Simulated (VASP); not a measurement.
# SnTe (Fm-3m) in VASP: notebook

Runs on SnTe. Level: r2SCAN. Tasks: single point.

All numbers are computed with VASP 6.6.1; they aren't measurements. Logs are shortened: lines on timing, memory, paths and dates and some standing lists are left out, and cuts for length are marked.

### 1 The cell of the first run

It takes space group Fm-3m (No. 225, cubic). The conventional cell has a = 6.315 Å, b = 6.315 Å, c = 6.315 Å, α = 90.00°, β = 90.00°, γ = 90.00°. Within 4.2 Å of Sn (site symmetry m-3m) lie 6 Te at 3.16 Å. Within 4.2 Å of Te (site symmetry m-3m) lie 6 Sn at 3.16 Å.

### 2 Single point, r2SCAN, non-collinear spin, zero start, spin-orbit coupling (strain -1.0%)

POSCAR reads:

```
SnTe
1.0
    0.0000000000      3.1574370420      3.1574370420
    3.1574370420      0.0000000000      3.1574370420
    3.1574370420      3.1574370420      0.0000000000
Sn Te
1 1
Direct
    0.0000000000      0.0000000000      0.0000000000
    0.5000000000      0.5000000000      0.5000000000
```

INCAR.step1 reads:

```
SYSTEM = SnTe
PREC = Accurate
ENCUT = 520
ISMEAR = -1
SIGMA = 0.02
LREAL = .FALSE.
LASPH = .TRUE.
NELM = 150
MAGMOM = 0 0 0 0 0 0
LSORBIT = .TRUE.
GGA_COMPAT = .FALSE.
NBANDS = 32
GGA = PE
ALGO = Normal
EDIFF = 1E-4
LWAVE = .TRUE.
LCHARG = .FALSE.
```

INCAR.step2 reads:

```
SYSTEM = SnTe
PREC = Accurate
ENCUT = 520
EDIFF = 1E-7
ISMEAR = -1
SIGMA = 0.02
LREAL = .FALSE.
LASPH = .TRUE.
NELM = 150
ALGO = Normal
ISIF = 2
LWAVE = .FALSE.
LCHARG = .TRUE.
MAGMOM = 0 0 0 0 0 0
LORBIT = 11
LSORBIT = .TRUE.
GGA_COMPAT = .FALSE.
LORBMOM = .TRUE.
METAGGA = R2SCAN
LMIXTAU = .TRUE.
LVHAR = .TRUE.
NBANDS = 32
ISTART = 1
```

KPOINTS reads:

```
regular mesh
0
G
  8 8 8
  0 0 0
```

Potentials or basis: VASP PAW PBE potentials, release 64 (Sn_d, Te).

Run with:

```bash
cat potpaw_PBE.64/Sn_d/POTCAR potpaw_PBE.64/Te/POTCAR > POTCAR
cp INCAR.step1 INCAR
mpirun -np 1 vasp_ncl > vasp.out
cp INCAR.step2 INCAR
mpirun -np 1 vasp_ncl > vasp.out
```

OUTCAR:

```text
SYSTEM = SnTe
   PREC = Accurate
   ENCUT = 520
   EDIFF = 1E-7
   ISMEAR = -1
   LREAL = .FALSE.
   LASPH = .TRUE.
   NELM = 150
   ISIF = 2
   LORBIT = 11
   LSORBIT = .TRUE.
   METAGGA = R2SCAN
   ISTART = 1

 ion  position               nearest neighbor table
   1  0.000  0.000  0.000-   2 3.16   2 3.16   2 3.16   2 3.16   2 3.16   2 3.16
   2  0.500  0.500  0.500-   1 3.16   1 3.16   1 3.16   1 3.16   1 3.16   1 3.16

  LATTYP: Found a face centered cubic cell.
 ALAT       =     6.3148740840

  Lattice vectors:

 A1 = (   0.0000000000,   3.1574370420,   3.1574370420)
 A2 = (   3.1574370420,   0.0000000000,   3.1574370420)
 A3 = (   3.1574370420,   3.1574370420,   0.0000000000)

Analysis of symmetry for initial positions (statically):
=====================================================================
 Subroutine PRICEL returns:
 Original cell was already a primitive cell.

 Routine SETGRP: Setting up the symmetry group for a
 face centered cubic supercell.

 Subroutine GETGRP returns: Found 48 space group operations
 (whereof 48 operations were pure point group operations)
 out of a pool of 48 trial point group operations.

The static configuration has the point symmetry O_h .

Analysis of symmetry for dynamics (positions and initial velocities):
=====================================================================
 Subroutine PRICEL returns:
 Original cell was already a primitive cell.

 Routine SETGRP: Setting up the symmetry group for a
 face centered cubic supercell.

 Subroutine GETGRP returns: Found 48 space group operations
 (whereof 48 operations were pure point group operations)
 out of a pool of 48 trial point group operations.

The dynamic configuration has the point symmetry O_h .

Analysis of structural, dynamic, and magnetic symmetry:
=====================================================================
 Subroutine PRICEL returns:
 Original cell was already a primitive cell.

 Routine SETGRP: Setting up the symmetry group for a
 face centered cubic supercell.

 Subroutine GETGRP returns: Found 48 space group operations
 (whereof 48 operations were pure point group operations)
 out of a pool of 48 trial point group operations.

The overall configuration has the point symmetry O_h .

 Subroutine INISYM returns: Found 48 space group operations
 (whereof 48 operations are pure point group operations),
 and found     1 'primitive' translations

----------------------------------------------------------------------------------------

                                     Primitive cell

  volume of cell :      62.9556

  direct lattice vectors                    reciprocal lattice vectors
     0.000000000  3.157437042  3.157437042    -0.158356285  0.158356285  0.158356285
     3.157437042  0.000000000  3.157437042     0.158356285 -0.158356285  0.158356285
     3.157437042  3.157437042  0.000000000     0.158356285  0.158356285 -0.158356285

  length of vectors
     4.465290287  4.465290287  4.465290287     0.274281131  0.274281131  0.274281131

  position of ions in fractional coordinates (direct lattice)
     0.000000000  0.000000000  0.000000000
     0.500000000  0.500000000  0.500000000

  ion indices of the primitive-cell ions
   primitive index   ion index
                 1           1
                 2           2

----------------------------------------------------------------------------------------

 KPOINTS: regular mesh

Automatic generation of k-mesh.
 Grid dimensions read from file:
 generate k-points for:    8    8    8

 Generating k-lattice:

  Cartesian coordinates                     Fractional coordinates (reciprocal lattice)
    -0.019794536  0.019794536  0.019794536     0.125000000  0.000000000  0.000000000
     0.019794536 -0.019794536  0.019794536     0.000000000  0.125000000  0.000000000
     0.019794536  0.019794536 -0.019794536     0.000000000  0.000000000  0.125000000

  Length of vectors
     0.034285141  0.034285141  0.034285141

[... 93 lines left out ...]

 Free energy of the ion-electron system (eV)
  ---------------------------------------------------
  ext. energy  EPLUGINS =         0.00000000
  ---------------------------------------------------
  free energy    TOTEN  =       -50.81751784 eV

  energy without entropy =      -50.81747812  energy(sigma->0) =      -50.81749798

 E-fermi :   6.9538     XC(G=0): -10.0383

 val. band max:        6.8649894743   @ k =   0.5000   0.0000   0.0000
 cond. band min:       7.0425415546   @ k =   0.5000   0.0000   0.0000
 fundamental gap:      0.1775520803
 Fermi energy:         6.9537649942

 k-point     1 :       0.0000    0.0000    0.0000
  band No.  band energies     occupation
      1     -16.4232      1.00000
      2     -16.4232      1.00000
      3     -16.4232      1.00000
      4     -16.4232      1.00000
      5     -15.3846      1.00000
      6     -15.3846      1.00000
[... 829 lines left out ...]
     31      16.6768      0.00000
     32      16.6768      0.00000

 [... further k-points ...]

------------------------ aborting loop because EDIFF is reached ----------------------------------------

  FORCE on cell =-STRESS in cart. coord.  units (eV):
  Direction    XX          YY          ZZ          XY          YZ          ZX
  --------------------------------------------------------------------------------------
  -------------------------------------------------------------------------------------
  Total        0.4742861      0.4742861      0.4742861     -0.0000000     -0.0000000     -0.0000000
  in kB       12.0702666     12.0702666     12.0702666     -0.0000000     -0.0000000     -0.0000000
  external PRESSURE =      12.0702666 kB  Pullay stress =       0.0000000 kB

 VOLUME and BASIS-vectors are now :
 -----------------------------------------------------------------------------
  energy-cutoff  :      520.00
  volume of cell :       62.96
      direct lattice vectors                 reciprocal lattice vectors
     0.000000000  3.157437042  3.157437042    -0.158356285  0.158356285  0.158356285
     3.157437042  0.000000000  3.157437042     0.158356285 -0.158356285  0.158356285
     3.157437042  3.157437042  0.000000000     0.158356285  0.158356285 -0.158356285

 POSITION                                       TOTAL-FORCE (eV/Angst)
 -----------------------------------------------------------------------------------
      0.00000      0.00000      0.00000        -0.000000      0.000000     -0.000000
      3.15744      3.15744      3.15744         0.000000     -0.000000      0.000000
 -----------------------------------------------------------------------------------
    total drift:                               -0.000000      0.000000      0.000000

  FREE ENERGIE OF THE ION-ELECTRON SYSTEM (eV)
  ---------------------------------------------------
  free  energy   TOTEN  =       -50.8175178435 eV

  energy  without entropy=      -50.8174781206  energy(sigma->0) =      -50.81749798

 orbital moment (x)

 # of ion     p       d       tot
 ----------------------------------------
  1        -0.000  -0.000  -0.000
  2        -0.000  -0.000  -0.000
 ----------------------------------------
           -0.000  -0.000  -0.000

 orbital moment (y)

 # of ion     p       d       tot
 ----------------------------------------
  1        -0.000   0.000  -0.000
  2         0.000  -0.000   0.000
 ----------------------------------------
           -0.000   0.000  -0.000

 orbital moment (z)

 # of ion     p       d       tot
 ----------------------------------------
  1         0.000   0.000   0.000
  2         0.000   0.000   0.000
 ----------------------------------------
            0.000   0.000   0.000

 Spin-Orbit-Coupling matrix elements

 Ion:    1  E_soc:     -0.0927526
 l=   1
     0.0000000    -0.0094435    -0.0094435
    -0.0094435     0.0000000    -0.0094435
    -0.0094435    -0.0094435     0.0000000
 l=   2
     0.0000000    -0.0011922     0.0000000    -0.0011922    -0.0048230
    -0.0011922     0.0000000    -0.0036173    -0.0011922    -0.0012058
     0.0000000    -0.0036173     0.0000000    -0.0036173     0.0000000
    -0.0011922    -0.0011922    -0.0036173     0.0000000    -0.0012058
    -0.0048230    -0.0012058     0.0000000    -0.0012058     0.0000000
 l=   3
     0.0000000     0.0000000     0.0000000     0.0000000     0.0000000     0.0000000     0.0000000
     0.0000000     0.0000000     0.0000000     0.0000000     0.0000000     0.0000000     0.0000000
     0.0000000     0.0000000     0.0000000     0.0000000     0.0000000     0.0000000     0.0000000
     0.0000000     0.0000000     0.0000000     0.0000000     0.0000000     0.0000000     0.0000000
     0.0000000     0.0000000     0.0000000     0.0000000     0.0000000     0.0000000     0.0000000
     0.0000000     0.0000000     0.0000000     0.0000000     0.0000000     0.0000000     0.0000000
     0.0000000     0.0000000     0.0000000     0.0000000     0.0000000     0.0000000     0.0000000

 Ion:    2  E_soc:     -0.1888756
 l=   1
     0.0000000    -0.0314791    -0.0314791
    -0.0314791     0.0000000    -0.0314791
    -0.0314791    -0.0314791     0.0000000
 l=   2
     0.0000000    -0.0000124     0.0000000    -0.0000124     0.0000123
    -0.0000124     0.0000000     0.0000092    -0.0000124     0.0000031
     0.0000000     0.0000092     0.0000000     0.0000092     0.0000000
    -0.0000124    -0.0000124     0.0000092     0.0000000     0.0000031
     0.0000123     0.0000031     0.0000000     0.0000031     0.0000000
 l=   3
     0.0000000     0.0000000     0.0000000     0.0000000     0.0000000     0.0000000     0.0000000
     0.0000000     0.0000000     0.0000000     0.0000000     0.0000000     0.0000000     0.0000000
     0.0000000     0.0000000     0.0000000     0.0000000     0.0000000     0.0000000     0.0000000
     0.0000000     0.0000000     0.0000000     0.0000000     0.0000000     0.0000000     0.0000000
     0.0000000     0.0000000     0.0000000     0.0000000     0.0000000     0.0000000     0.0000000
     0.0000000     0.0000000     0.0000000     0.0000000     0.0000000     0.0000000     0.0000000
     0.0000000     0.0000000     0.0000000     0.0000000     0.0000000     0.0000000     0.0000000

 total charge

# of ion       s       p       d       tot
------------------------------------------
    1        1.342   0.758   9.982  12.082
    2        1.384   2.006   0.031   3.421
--------------------------------------------------
tot          2.725   2.764  10.013  15.503

 magnetization (x)

# of ion       s       p       d       tot
------------------------------------------
    1        0.000  -0.000   0.000   0.000
    2        0.000   0.000   0.000   0.000
--------------------------------------------------
tot          0.000  -0.000   0.000   0.000

 magnetization (y)

# of ion       s       p       d       tot
------------------------------------------
    1        0.000  -0.000   0.000   0.000
    2       -0.000   0.000   0.000  -0.000
--------------------------------------------------
tot         -0.000  -0.000   0.000  -0.000

 magnetization (z)

# of ion       s       p       d       tot
------------------------------------------
    1        0.000  -0.000   0.000   0.000
    2       -0.000   0.000   0.000  -0.000
--------------------------------------------------
tot         -0.000  -0.000   0.000  -0.000
```

It took 28 min on 1 thread of Oxide Virtual Turin-like, shared host; peak memory 0.46 GiB.

What came out:

| Property | Result |
| --- | --- |
| Free energy | -50.8175 eV |
| Pressure | 1.2 GPa |
| Net moment | 0.00 μB per cell |
| Valence electrons inside the program's atomic spheres | Sn 12.08; Te 3.42 |

Moments on the atoms (μB; x, y, z):
```
Sn  0.00 0.00 0.00
Te  0.00 0.00 0.00
```

Caveat: the cell differs from its parent crystal (strain -1.0%); the PAW data sets were made with another functional, which shifts forces and pressure a little.

### 3 Single point, r2SCAN, non-collinear spin, zero start, spin-orbit coupling (strain +1.0%)

POSCAR reads:

```
SnTe
1.0
    0.0000000000      3.2212236489      3.2212236489
    3.2212236489      0.0000000000      3.2212236489
    3.2212236489      3.2212236489      0.0000000000
Sn Te
1 1
Direct
    0.0000000000      0.0000000000      0.0000000000
    0.5000000000      0.5000000000      0.5000000000
```

INCAR.step1 reads:

```
SYSTEM = SnTe
ALGO = Normal ; EDIFF = 1E-4
ENCUT = 520 ; GGA = PE
GGA_COMPAT = .FALSE. ; ISMEAR = -1
LASPH = .TRUE. ; LCHARG = .FALSE.
LREAL = .FALSE. ; LSORBIT = .TRUE.
LWAVE = .TRUE. ; MAGMOM = 0 0 0 0 0 0
NBANDS = 32 ; NELM = 150
PREC = Accurate ; SIGMA = 0.02
```

INCAR.step2 reads:

```
SYSTEM = SnTe
ALGO = Normal ; EDIFF = 1E-7
ENCUT = 520 ; GGA_COMPAT = .FALSE.
ISIF = 2 ; ISMEAR = -1
ISTART = 1 ; LASPH = .TRUE.
LCHARG = .FALSE. ; LMIXTAU = .TRUE.
LORBIT = 11 ; LORBMOM = .TRUE.
LREAL = .FALSE. ; LSORBIT = .TRUE.
LWAVE = .FALSE. ; MAGMOM = 0 0 0 0 0 0
METAGGA = R2SCAN ; NBANDS = 32
NELM = 150 ; PREC = Accurate
SIGMA = 0.02
```

KPOINTS reads:

```
k-points
0
G
  8 8 8
  0 0 0
```

Potentials or basis: VASP PAW PBE potentials, release 64 (Sn_d, Te).

Run with:

```bash
cat potpaw_PBE.64/Sn_d/POTCAR potpaw_PBE.64/Te/POTCAR > POTCAR
cp INCAR.step1 INCAR
mpirun -np 1 vasp_ncl > vasp.out
cp INCAR.step2 INCAR
mpirun -np 1 vasp_ncl > vasp.out
```

Wall time 21 min (1 thread of Oxide Virtual Turin-like, shared host); peak memory 0.48 GiB.

Results (log left out):

| Property | Result |
| --- | --- |
| Free energy | -50.8150 eV |
| Pressure | -1.3 GPa |
| Net moment | 0.00 μB per cell |
| Valence electrons inside the program's atomic spheres | Sn 12.03; Te 3.40 |

Moments on the atoms (μB; x, y, z):
```
Sn  0.00 0.00 0.00
Te  0.00 0.00 0.00
```

Caveat: the cell differs from its parent crystal (strain +1.0%); the PAW data sets were made with another functional, which shifts forces and pressure a little.

### 4 Single point, r2SCAN, non-collinear spin, zero start, spin-orbit coupling (strain +2.0%)

POSCAR reads:

```
SnTe
1.0
    0.0000000000      3.2531169524      3.2531169524
    3.2531169524      0.0000000000      3.2531169524
    3.2531169524      3.2531169524      0.0000000000
Sn Te
1 1
Direct
    0.0000000000      0.0000000000      0.0000000000
    0.5000000000      0.5000000000      0.5000000000
```

INCAR.step1 reads:

```
PREC = Accurate
ENCUT = 520
ISMEAR = -1
SIGMA = 0.02
LREAL = F
LASPH = T
NELM = 150
MAGMOM = 0 0 0 0 0 0
LSORBIT = T
GGA_COMPAT = F
NBANDS = 32
GGA = PE
ALGO = Normal
EDIFF = 1E-4
LWAVE = T
LCHARG = F
```

INCAR.step2 reads:

```
PREC = Accurate
ENCUT = 520
EDIFF = 1E-6
ISMEAR = -1
SIGMA = 0.02
LREAL = F
LASPH = T
NELM = 150
ALGO = Normal
ISIF = 2
LWAVE = F
LCHARG = F
MAGMOM = 0 0 0 0 0 0
LORBIT = 11
LSORBIT = T
GGA_COMPAT = F
LORBMOM = T
METAGGA = R2SCAN
LMIXTAU = T
NBANDS = 32
ISTART = 1
```

KPOINTS reads:

```
regular mesh
0
Gamma
  8 8 8
```

Run with:

```bash
cat potpaw_PBE.64/Sn_d/POTCAR potpaw_PBE.64/Te/POTCAR > POTCAR
cp INCAR.step1 INCAR
mpirun -np 1 vasp_ncl > vasp.out
cp INCAR.step2 INCAR
mpirun -np 1 vasp_ncl > vasp.out
```

Wall time 25 min (1 thread of Oxide Virtual Turin-like, shared host); peak memory 0.49 GiB.

Results (log left out):

```
Free energy                                           : -50.7922 eV
Pressure                                              : -2.4 GPa
Net moment                                            : 0.00 μB per cell
Valence electrons inside the program's atomic spheres : Sn 12.01; Te 3.39
```

Moments on the atoms (μB; x, y, z):
```
Sn  0.00 0.00 0.00
Te  0.00 0.00 0.00
```

Caveat: the cell differs from its parent crystal (strain +2.0%); the PAW data sets were made with another functional, which shifts forces and pressure a little.

### 5 Overview

| cell | pressure (GPa) | moment (μB) |
| --- | --- | --- |
| a = 4.465 Å, angles 60.0°, 2 atoms | 1.2 | 0.00 |
| a = 4.555 Å, angles 60.0°, 2 atoms | -1.3 | 0.00 |
| a = 4.601 Å, angles 60.0°, 2 atoms | -2.4 | 0.00 |

Alike in all rows: task single point; level r2SCAN; potentials or basis VASP PAW PBE potentials, release 64 (Sn_d, Te); spin non-collinear, zero start, SOC; k mesh 8 × 8 × 8; cutoff (eV) 520; smearing fermi-dirac 0.02 eV.

Caveats: the PAW data sets were made with another functional, which shifts forces and pressure a little.

Absolute energies hang on the potentials; compare differences alone.
